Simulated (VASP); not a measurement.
# C2N (P4/nmm) in VASP: notebook

C2N is run at these levels: PBE; tasks: single point.

Everything below comes from runs of VASP 6.6.1. Logs are shortened: lines on timing, memory, paths and dates and some standing lists are left out, and cuts for length are marked.

**1. The cell of the first run**

The structure is tetragonal, space group P4/nmm (No. 129). Conventional cell: a = 2.417 Å, b = 2.417 Å, c = 8.295 Å, α = 90.00°, β = 90.00°, γ = 90.00°. Within 2.3 Å of C (site symmetry -4m2) lie 4 C at 1.71 Å. C (site symmetry 4mm) has 5 N at 1.50 to 1.71 Å within 2.0 Å. N (site symmetry 4mm) has 5 C at 1.50 to 1.71 Å within 2.0 Å.

The cell was generated, and may not be a known phase.

**2. Single point, PBE, collinear spin, ferromagnetic start**

File INCAR:

```
PREC = Accurate
ENCUT = 520
EDIFF = 1E-6
ISMEAR = 0
SIGMA = 0.1
LREAL = F
LASPH = T
NELM = 150
ALGO = Normal
ISIF = 2
LWAVE = F
LCHARG = T
ISPIN = 2
MAGMOM = 1 1 1 1 1 1
LORBIT = 11
GGA = PE
LELF = T
LVHAR = T
NBANDS = 26
```

File KPOINTS:

```
regular mesh
0
Gamma
  8 8 2
```

File POSCAR:

```
C2N
1.0
    2.4170909649      0.0000000000      0.0000000000
    0.0000000000      2.4170909649      0.0000000000
    0.0000000000      0.0000000000      8.2950601169
C N
4 2
Direct
    0.0000000000      0.0000000000      0.0000000000
    0.5000000000      0.5000000000      0.0000000000
    0.0000000000      0.5000000000      0.4117674997
    0.5000000000      0.0000000000      0.5882325003
    0.0000000000      0.5000000000      0.5920450580
    0.5000000000      0.0000000000      0.4079549420
```

Potentials or basis: VASP PAW PBE potentials, release 64 (C, N).

Run with:

```bash
> cat potpaw_PBE.64/C/POTCAR potpaw_PBE.64/N/POTCAR > POTCAR
> mpirun -np 1 vasp_std > vasp.out
```

OUTCAR:

```text
PREC = Accurate
   ENCUT = 520
   EDIFF = 1E-6
   ISMEAR = 0
   LREAL = F
   LASPH = T
   NELM = 150
   ISIF = 2
   ISPIN = 2
   LORBIT = 11
   GGA = PE

 ion  position               nearest neighbor table
   1  0.000  0.000  0.000-   2 1.71   2 1.71   2 1.71   2 1.71
   2  0.500  0.500  0.000-   1 1.71   1 1.71   1 1.71   1 1.71
   3  0.000  0.500  0.412-   5 1.50   6 1.71   6 1.71   6 1.71   6 1.71
   4  0.500  0.000  0.588-   6 1.50   5 1.71   5 1.71   5 1.71   5 1.71
   5  0.000  0.500  0.592-   3 1.50   4 1.71   4 1.71   4 1.71   4 1.71
   6  0.500  0.000  0.408-   4 1.50   3 1.71   3 1.71   3 1.71   3 1.71

  LATTYP: Found a simple tetragonal cell.
 ALAT       =     2.4170909649
 C/A-ratio  =     3.4318361358

  Lattice vectors:

 A1 = (   2.4170909649,   0.0000000000,   0.0000000000)
 A2 = (   0.0000000000,   2.4170909649,   0.0000000000)
 A3 = (   0.0000000000,   0.0000000000,   8.2950601169)

Analysis of symmetry for initial positions (statically):
=====================================================================
 Subroutine PRICEL returns:
 Original cell was already a primitive cell.

 Routine SETGRP: Setting up the symmetry group for a
 simple tetragonal supercell.

 Subroutine GETGRP returns: Found 16 space group operations
 (whereof  8 operations were pure point group operations)
 out of a pool of 16 trial point group operations.

The static configuration has the point symmetry D_2d.
 The point group associated with its full space group is D_4h.

Analysis of symmetry for dynamics (positions and initial velocities):
=====================================================================
 Subroutine PRICEL returns:
 Original cell was already a primitive cell.

 Routine SETGRP: Setting up the symmetry group for a
 simple tetragonal supercell.

 Subroutine GETGRP returns: Found 16 space group operations
 (whereof  8 operations were pure point group operations)
 out of a pool of 16 trial point group operations.

The dynamic configuration has the point symmetry D_2d.
 The point group associated with its full space group is D_4h.

Analysis of structural, dynamic, and magnetic symmetry:
=====================================================================
 Subroutine PRICEL returns:
 Original cell was already a primitive cell.

 Routine SETGRP: Setting up the symmetry group for a
 simple tetragonal supercell.

 Subroutine GETGRP returns: Found 16 space group operations
 (whereof  8 operations were pure point group operations)
 out of a pool of 16 trial point group operations.

The overall configuration has the point symmetry D_2d.
 The point group associated with its full space group is D_4h.

 Subroutine INISYM returns: Found 16 space group operations
 (whereof  8 operations are pure point group operations),
 and found     1 'primitive' translations

----------------------------------------------------------------------------------------

                                     Primitive cell

  volume of cell :      48.4625

  direct lattice vectors                    reciprocal lattice vectors
     2.417090965  0.000000000  0.000000000     0.413720466  0.000000000  0.000000000
     0.000000000  2.417090965  0.000000000     0.000000000  0.413720466  0.000000000
     0.000000000  0.000000000  8.295060117     0.000000000  0.000000000  0.120553677

  length of vectors
     2.417090965  2.417090965  8.295060117     0.413720466  0.413720466  0.120553677

  position of ions in fractional coordinates (direct lattice)
     0.000000000  0.000000000  0.000000000
     0.500000000  0.500000000  0.000000000
     0.000000000  0.500000000  0.411767500
     0.500000000  0.000000000  0.588232500
     0.000000000  0.500000000  0.592045058
     0.500000000  0.000000000  0.407954942

  ion indices of the primitive-cell ions
   primitive index   ion index
                 1           1
                 2           2
                 3           3
                 4           4
                 5           5
[... 33 lines left out ...]
  0.375000  0.000000  0.000000      4.000000
  0.500000  0.000000  0.000000      2.000000
  0.125000  0.125000  0.000000      4.000000
[... 16 lines left out ...]
  0.375000  0.125000  0.500000      8.000000
  0.500000  0.125000  0.500000      4.000000
 [... further k-points ...]
   k-points           NKPTS =     30   k-points in BZ     NKDIM =     30   number of bands    NBANDS=     26
   number of dos      NEDOS =    301   number of ions     NIONS =      6
   total plane-waves  NPLWV =  20736
   dimension x,y,z NGX =    18 NGY =   18 NGZ =   64
   dimension x,y,z NGXF=    36 NGYF=   36 NGZF=  128
   ions per type =               4   2
   NGX,Y,Z   is equivalent  to a cutoff of  12.38, 12.38, 12.83 a.u.
   NGXF,Y,Z  is equivalent  to a cutoff of  24.76, 24.76, 25.65 a.u.
 SYSTEM =  unknown system
   PREC   = accura    normal or accurate (medium, high low for compatibility)
   ISTART =      0    job   : 0-new  1-cont  2-samecut
   ICHARG =      2    charge: 1-file 2-atom 10-const
   ISPIN  =      2    spin polarized calculation?
   LNONCOLLINEAR =      F non collinear calculations
   LSORBIT =      F    spin-orbit coupling
   LASPH  =      T    aspherical Exc in radial PAW
   ENCUT  =  520.0 eV  38.22 Ry    6.18 a.u.   4.49  4.49 15.42*2*pi/ulx,y,z
   NELM   =    150;   NELMIN=  2; NELMDL= -5     # of ELM steps
   EDIFF  = 0.1E-05   stopping-criterion for ELM
   LREAL  =      F    real-space projection
   EDIFFG = 0.1E-04   stopping-criterion for IOM
   NSW    =      0    number of steps for IOM
   IBRION =     -1    ionic relax: 0-MD 1-quasi-New 2-CG
   NFREE  =      0    steps in history (QN), initial steepest desc. (CG)
   ISIF   =      2    stress and relaxation
   ISYM   =      2    0-nonsym 1-usesym 2-fastsym
   POTIM  = 0.5000    time-step for ionic-motion
   TEBEG  =    0.0;   TEEND  =   0.0 temperature during run
   PSTRESS=    0.0 pullay stress
   NELECT =      26.0000    total number of electrons
   NUPDOWN=      -1.0000    fix difference up-down
   EMIN   =  10.00;   EMAX   =-10.00  energy-range for DOS
   EFERMI =   0.00;   METHOD = LEGACY
   ISMEAR =     0;   SIGMA  =   0.10  broadening in eV -4-tet -1-fermi 0-gaus
   EFERMI_NEDOS =   21; number of points for ismear=-14 and -15
   IALGO  =     38    algorithm
   IMIX   =      4    mixing-type and parameters
     AMIX     =   0.40;   BMIX     =  1.00
     AMIX_MAG =   1.60;   BMIX_MAG =  1.00
  volume/ion in A,a.u.               =       8.08        54.51
  Fermi-wavevector in a.u.,A,eV,Ry     =   1.330242  2.513794 24.076118  1.769545
  Thomas-Fermi vector in A             =   2.459344
   LORBIT       =     11    0 simple, 1 ext, 2 COOP (PROOUT), +10 PAW based schemes
   GGA     = PE    functional components
   LHFCALC =     F    Hartree Fock is set to
   AEXX    =    0.0000 exact exchange contribution
   IVDW    =     0    specifies the selected vdW correction
   LEPSILON=     F    determine dielectric tensor
   LRPA    =     F    only Hartree local field effects (RPA)
 spin polarized calculation
 Gauss-broadening in eV      SIGMA  =   0.10
  energy-cutoff  :      520.00
  volume of cell :       48.46
 maximum number of plane-waves:      1331
 NGX is ok and might be reduce to    18
   NGX =  9   NGY =  9   NGZ = 31

 number of electron      25.9999999 magnetization      -0.0046592

 number of electron      25.9999999 magnetization       0.0024590

 Free energy of the ion-electron system (eV)
  ---------------------------------------------------
  ext. energy  EPLUGINS =         0.00000000
  ---------------------------------------------------
  free energy    TOTEN  =       -38.39429561 eV

  energy without entropy =      -38.38427647  energy(sigma->0) =      -38.38928604

 E-fermi :   6.1242     XC(G=0): -11.0459

 val. band max:        6.1172398278   @ k =   0.5000   0.2500   0.0000
 cond. band min:       6.1760447525   @ k =   0.5000   0.2500   0.5000
 fundamental gap:      0.0588049247
 Fermi energy:         6.1241808311

 spin component 1

 k-point     1 :       0.0000    0.0000    0.0000
  band No.  band energies     occupation
      1     -20.0914      1.00000
      2     -12.9019      1.00000
      3     -11.9089      1.00000
      4      -4.5880      1.00000
      5      -2.4184      1.00000
      6      -2.2787      1.00000
[... 661 lines left out ...]
     24      16.8634      0.00000
     25      19.4863      0.00000

 [... further k-points ...]

 spin component 2

 k-point     1 :       0.0000    0.0000    0.0000
  band No.  band energies     occupation
      1     -20.0914      1.00000
      2     -12.9019      1.00000
      3     -11.9076      1.00000
      4      -4.5880      1.00000
      5      -2.4183      1.00000
      6      -2.2787      1.00000
[... 661 lines left out ...]
     24      16.8647      0.00000
     25      19.4874      0.00000

 [... further k-points ...]

 [bands above 25 left out]

------------------------ aborting loop because EDIFF is reached ----------------------------------------

  FORCE on cell =-STRESS in cart. coord.  units (eV):
  Direction    XX          YY          ZZ          XY          YZ          ZX
  --------------------------------------------------------------------------------------
  -------------------------------------------------------------------------------------
  Total       -0.2210990     -0.2210990      0.9152381      0.0000000      0.0000000      0.0000000
  in kB       -7.3095698     -7.3095698     30.2579244      0.0000000      0.0000000      0.0000000
  external PRESSURE =       5.2129283 kB  Pullay stress =       0.0000000 kB

 VOLUME and BASIS-vectors are now :
 -----------------------------------------------------------------------------
  energy-cutoff  :      520.00
  volume of cell :       48.46
      direct lattice vectors                 reciprocal lattice vectors
     2.417090965  0.000000000  0.000000000     0.413720466  0.000000000  0.000000000
     0.000000000  2.417090965  0.000000000     0.000000000  0.413720466  0.000000000
     0.000000000  0.000000000  8.295060117     0.000000000  0.000000000  0.120553677

 POSITION                                       TOTAL-FORCE (eV/Angst)
 -----------------------------------------------------------------------------------
      0.00000      0.00000      0.00000        -0.000000      0.000000     -0.000000
      1.20855      1.20855      0.00000         0.000000      0.000000     -0.000000
      0.00000      1.20855      3.41564         0.000000      0.000000     -0.275490
      1.20855      0.00000      4.87942         0.000000      0.000000      0.275490
      0.00000      1.20855      4.91105         0.000000      0.000000      0.281095
      1.20855      0.00000      3.38401         0.000000      0.000000     -0.281095
 -----------------------------------------------------------------------------------
    total drift:                                0.000000      0.000000      0.000000

  FREE ENERGIE OF THE ION-ELECTRON SYSTEM (eV)
  ---------------------------------------------------
  free  energy   TOTEN  =       -38.3942956096 eV

  energy  without entropy=      -38.3842764666  energy(sigma->0) =      -38.38928604

 total charge

# of ion       s       p       d       tot
------------------------------------------
    1        0.888   1.348   0.000   2.236
    2        0.888   1.348   0.000   2.236
    3        0.898   1.397   0.000   2.295
    4        0.898   1.397   0.000   2.295
    5        1.250   2.494   0.000   3.744
    6        1.250   2.494   0.000   3.744
--------------------------------------------------
tot          6.073  10.478   0.000  16.551

 magnetization (x)

# of ion       s       p       d       tot
------------------------------------------
    1        0.000   0.001   0.000   0.001
    2        0.000   0.001   0.000   0.001
    3        0.000   0.000   0.000   0.000
    4        0.000   0.000   0.000   0.000
    5        0.000   0.000   0.000   0.000
    6        0.000   0.000   0.000   0.000
--------------------------------------------------
tot          0.000   0.001   0.000   0.001
```

Wall time 41 s (1 thread of Intel Xeon 6975P-C (Granite Rapids), shared host); peak memory 0.19 GiB.

Results:

```yaml
Free_energy: -38.3943 eV
Pressure: 0.5 GPa
Largest_force: 0.281 eV/Å
Band_gap_on_the_k_mesh: zero (filled and empty bands overlap)
Net_moment: 0.00 μB per cell
Valence_electrons_inside_the_program's_atomic_spheres: C 2.24, 2.29 (each value once); N 3.74
```

Forces in eV/Å, atoms in the order of the input:
```
C    0.000  0.000  0.000
C    0.000  0.000  0.000
C    0.000  0.000 -0.275
C    0.000  0.000  0.275
N    0.000  0.000  0.281
N    0.000  0.000 -0.281
```

Stress tensor (GPa, compression positive):
```
-0.73  0.00  0.00
 0.00 -0.73  0.00
 0.00  0.00  3.03
```

Levels at points of the mesh, in eV from the Fermi level:
Spin up:
```tsv
k point	band 10	band 11	band 12	band 13	band 14	band 15	band 16	band 17
(0.00, 0.00, 0.00)	-4.01	-2.91	-2.91	0.94	1.59	2.30	4.81	5.75
(0.50, 0.00, 0.00)	-3.36	-0.99	-0.99	1.81	1.81	1.93	1.93	2.64
(0.50, 0.50, 0.00)	-8.49	-7.15	-7.15	-3.67	-3.67	1.30	1.30	8.05
(0.00, 0.00, 0.50)	-4.01	-2.91	-2.91	0.98	1.01	2.17	4.81	7.12
(0.50, 0.00, 0.50)	-3.36	-0.93	-0.93	1.83	1.83	1.93	1.93	2.64
(0.50, 0.50, 0.50)	-8.48	-7.15	-7.15	-3.68	-3.68	1.28	1.28	8.17
```
Spin down:
| k point | band 9 | band 10 | band 11 | band 12 | band 13 | band 14 | band 15 | band 16 | band 17 | band 18 |
| --- | --- | --- | --- | --- | --- | --- | --- | --- | --- | --- |
| (0.00, 0.00, 0.00) | -4.01 | -4.01 | -2.91 | -2.91 | 0.94 | 1.59 | 2.30 | 4.82 | 5.75 | 7.13 |
| (0.50, 0.00, 0.00) | -3.36 | -3.36 | -0.99 | -0.99 | 1.81 | 1.81 | 1.93 | 1.93 | 2.65 | 2.65 |
| (0.50, 0.50, 0.00) | -8.49 | -8.49 | -7.15 | -7.15 | -3.67 | -3.67 | 1.30 | 1.30 | 8.05 | 8.05 |
| (0.00, 0.00, 0.50) | -4.01 | -4.01 | -2.91 | -2.91 | 0.98 | 1.01 | 2.17 | 4.82 | 7.13 | 7.43 |
| (0.50, 0.00, 0.50) | -3.36 | -3.36 | -0.92 | -0.92 | 1.83 | 1.83 | 1.93 | 1.93 | 2.65 | 2.65 |
| (0.50, 0.50, 0.50) | -8.48 | -8.48 | -7.15 | -7.15 | -3.68 | -3.68 | 1.29 | 1.29 | 8.17 | 8.17 |

Caveat: the k points lie up to 0.38 Å⁻¹ apart, too coarse for converged energies and pressures of a metal; this functional lacks dispersion, which binds layers or chains, so the pressure and a relaxed spacing across them are unreliable.

**3. Single point, PBE**

This run uses another cell than the first one, of 8.18 Å³/atom.

File INCAR:

```
SYSTEM = C2N
ALGO = Normal
EDIFF = 1E-7
ENCUT = 520
GGA = PE
ISIF = 2
ISMEAR = 0
LASPH = .TRUE.
LCHARG = .FALSE.
LREAL = .FALSE.
LWAVE = .FALSE.
NBANDS = 22
NELM = 60
PREC = Accurate
SIGMA = 0.1
```

File KPOINTS:

```
k-points
0
G
  16 16 6
  0 0 0
```

File POSCAR:

```
C2N
1.0
    2.4248596497      0.0000000000      0.0000000000
    0.0000000000      2.4248596497      0.0000000000
    0.0000000000      0.0000000000      8.3419195330
C N
4 2
Direct
    0.0000000000      0.0000000000      0.0000000000
    0.5000000000      0.5000000000      0.0000000000
    0.0000000000      0.5000000000      0.4125787942
    0.5000000000      0.0000000000      0.5874212058
    0.0000000000      0.5000000000      0.5912300648
    0.5000000000      0.0000000000      0.4087699352
```

Potentials or basis: VASP PAW PBE potentials, release 64 (C, N).

Run with:

```bash
> cat potpaw_PBE.64/C/POTCAR potpaw_PBE.64/N/POTCAR > POTCAR
> mpirun -np 1 vasp_std > vasp.out
```

Run time: 68 s. Hardware: 1 thread of Intel Xeon 6975P-C (Granite Rapids), shared host; peak memory 0.26 GiB.

The run converged. Its results:

* Free energy: -38.3860 eV
* Pressure: 0.3 GPa
* Largest force: 0.103 eV/Å
* Band gap on the k mesh: zero (bands 13 and 14 overlap by 5.46 eV)

Forces on the atoms (eV/Å):
```
C    0.000  0.000  0.000
C    0.000  0.000  0.000
C    0.000  0.000 -0.103
C    0.000  0.000  0.103
N    0.000  0.000  0.077
N    0.000  0.000 -0.077
```

Stress tensor (GPa, compression positive):
```
0.09 0.00 0.00
0.00 0.09 0.00
0.00 0.00 0.70
```

Levels at points of the mesh, in eV from the Fermi level:
| k point | band 10 | band 11 | band 12 | band 13 | band 14 | band 15 | band 16 | band 17 |
| --- | --- | --- | --- | --- | --- | --- | --- | --- |
| (0.00, 0.00, 0.00) | -4.38 | -2.60 | -2.60 | 0.42 | 1.29 | 1.87 | 4.89 | 5.54 |
| (0.50, 0.00, 0.00) | -3.82 | -0.85 | -0.85 | 1.29 | 1.29 | 1.52 | 1.52 | 2.91 |
| (0.50, 0.50, 0.00) | -8.87 | -6.92 | -6.92 | -4.09 | -4.09 | 1.45 | 1.45 | 7.78 |
| (0.00, 0.00, 0.50) | -4.38 | -2.60 | -2.60 | 0.46 | 0.79 | 1.68 | 4.89 | 6.87 |
| (0.50, 0.00, 0.50) | -3.82 | -0.78 | -0.78 | 1.33 | 1.33 | 1.52 | 1.52 | 2.91 |
| (0.50, 0.50, 0.50) | -8.81 | -6.92 | -6.92 | -4.10 | -4.10 | 1.44 | 1.44 | 7.89 |

Caveat: this functional lacks dispersion, which binds layers or chains, so the pressure and a relaxed spacing across them are unreliable.

The gap in the log of VASP goes by the Fermi energy; the results here count the filled bands.